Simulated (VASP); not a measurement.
Input of a VASP 6.6.1 run:

Contents of INCAR:

```
  ALGO = Normal
  EDIFF = 1E-6
  EDIFFG = -0.005
  ENCUT = 600
  GGA = PE
  IBRION = 2
  ISIF = 3
  ISMEAR = -1
  LASPH = T
  LCHARG = F
  LREAL = F
  LWAVE = F
  NELM = 100
  NSW = 60
  PREC = Accurate
  SIGMA = 0.05
```

File KPOINTS:

```
k-points
0
Gamma
  18 18 18
```

POSCAR

```
Pd
1.0
    0.0000000000      1.9734833199      1.9734833199
    1.9734833199      0.0000000000      1.9734833199
    1.9734833199      1.9734833199      0.0000000000
Pd
1
Direct
    0.0000000000      0.0000000000      0.0000000000
```

Potentials or basis: VASP PAW PBE potentials, release 64 (Pd).

Run with:

```console
$ cat potpaw_PBE.64/Pd/POTCAR > POTCAR
$ mpirun -np 1 vasp_std > vasp.out
```

Estimate the band gap on the k mesh.

zero (band 5 reaches 9.46 eV, above the bottom of band 6 at 7.97 eV).

Estimate the space group after relaxing (to 0.05 Å).

Fm-3m (No. 225).

What does it give for the relaxed volume?

15.29 Å³/atom.

Final structure:
```xyz
1
Lattice="0.0000 1.9700 1.9700 1.9700 0.0000 1.9700 1.9700 1.9700 0.0000" Properties=species:S:1:pos:R:3 pbc="T T T"
Pd    0.0000    0.0000    0.0000
```
